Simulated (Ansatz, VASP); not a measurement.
**One calculation of Sn4Se3S, two programs**

```
Sn Se S
1.0
     6.01382    0.00000    0.00000
     0.00000    6.01382    0.00000
    -3.00691   -3.00691    6.00814
Sn Se S
4 3 1
Direct
  0.00000 0.50000 0.00000
  0.25672 0.25672 0.51345
  0.50000 0.00000 0.00000
  0.74328 0.74328 0.48655
  0.25000 0.75000 0.50000
  0.75000 0.25000 0.50000
  0.00000 0.00000 0.00000
  0.50000 0.50000 0.00000
```

Alike in both runs: task single point; functional PBE; k mesh 4 × 4 × 4; occupations gaussian, width 0.2 eV; no spin polarisation.

|  | VASP | Ansatz |
| --- | --- | --- |
| version | VASP 6.6.1 | Ansatz 0.2.0 |
| potentials or method | VASP PAW PBE potentials, release 64 (Sn_d, Se, S), cutoff 520 eV | scalar-relativistic, plane waves, PAW |
| valence electrons in the cell | 80 | 110 |

|  | VASP | Ansatz | Ansatz less VASP |
| --- | --- | --- | --- |
| gap on the k mesh at the Fermi level (eV) | 0.45 | 0.45 | 0.000 |
| least direct gap on the mesh (eV) | 0.45 | 0.45 | 0.000 |
| pressure (GPa) | -0.2 | -0.2 | +0.01 |
| traceless stress, the component that is largest in VASP (GPa) | -0.45 | -0.45 | 0.000 |

The functional is the same, so the differences come from potentials, cutoffs and numerics. VASP's potentials hold 80 valence electrons a cell and Ansatz's 110, so a difference there can come from the potentials and not from the codes.
